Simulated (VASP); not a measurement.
Runs of VASP 6.6.1 on RbBr. The structure is that of space group Pm-3m (No. 221), or close to it. The cells are those of the table. 

```tsv
cell	gap on the mesh (eV)	pressure (GPa)
a = 4.259 Å, 2 atoms	3.63	(a)
a = 4.091 Å, 2 atoms	3.99	-0.2
a = 4.227 Å, 2 atoms	3.69	-1.4
a = 4.194 Å, 2 atoms	3.76	-1.2
a = 4.056 Å, 2 atoms	4.08	0.3
a = 4.160 Å, 2 atoms	3.83	-0.9
a = 3.984 Å, 2 atoms	4.28	1.4
a = 4.126 Å, 2 atoms	(b)	-0.6
```

Alike in all rows: task single point; level PBEsol; potentials or basis VASP PAW PBE potentials, release 64 (Rb_sv, Br); no spin polarisation; k mesh 6 × 6 × 6; cutoff (eV) 520; smearing gaussian 0.1 eV.

Fill in the values left out.

(a) -1.6; (b) 3.90.

Caveats: the PAW data sets were made with another functional, which shifts forces and pressure a little.

A k mesh can miss the band edges, and the runs leave out spin-orbit coupling on Br, Rb.
